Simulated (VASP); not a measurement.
A run of VASP 6.6.1:

Contents of INCAR:

```
PREC = Accurate
ENCUT = 600
EDIFF = 1E-6
ISMEAR = 0
SIGMA = 0.1
LREAL = F
LASPH = T
NELM = 80
ALGO = Normal
ISIF = 3
LWAVE = F
LCHARG = F
GGA = PE
IBRION = 2
NSW = 90
EDIFFG = -0.04
```

Contents of KPOINTS:

```
Automatic mesh
0
Gamma
  4 4 4
```

Contents of POSCAR:

```
Zr3SiO
1.0
    4.2763980100      0.0000000000      0.0000000000
    0.0000000000      4.2763980100      0.0000000000
    0.0000000000      0.0000000000      4.2763980100
Zr Si O
3 1 1
Direct
    0.5000000000      0.0000000000      0.5000000000
    0.0000000000      0.5000000000      0.5000000000
    0.5000000000      0.5000000000      0.0000000000
    0.0000000000      0.0000000000      0.0000000000
    0.5000000000      0.5000000000      0.5000000000
```

Potentials or basis: VASP PAW PBE potentials, release 64 (Zr_sv, Si, O).

Command:

```console
$ cat potpaw_PBE.64/Zr_sv/POTCAR potpaw_PBE.64/Si/POTCAR potpaw_PBE.64/O/POTCAR > POTCAR
$ mpirun -np 1 vasp_std > vasp.out
```

Hardware: 1 thread of AMD EPYC 7R43 64-Core Processor (Zen 3), on a shared host.

Problem. How long does it take, and how much memory?

Solution. Run time: 2.2 min on 1 thread of AMD EPYC 7R43 64-Core Processor (Zen 3), on a shared host, peak memory 0.18 GiB. Counts: scf iterations 35, k points 10, ion steps 3.
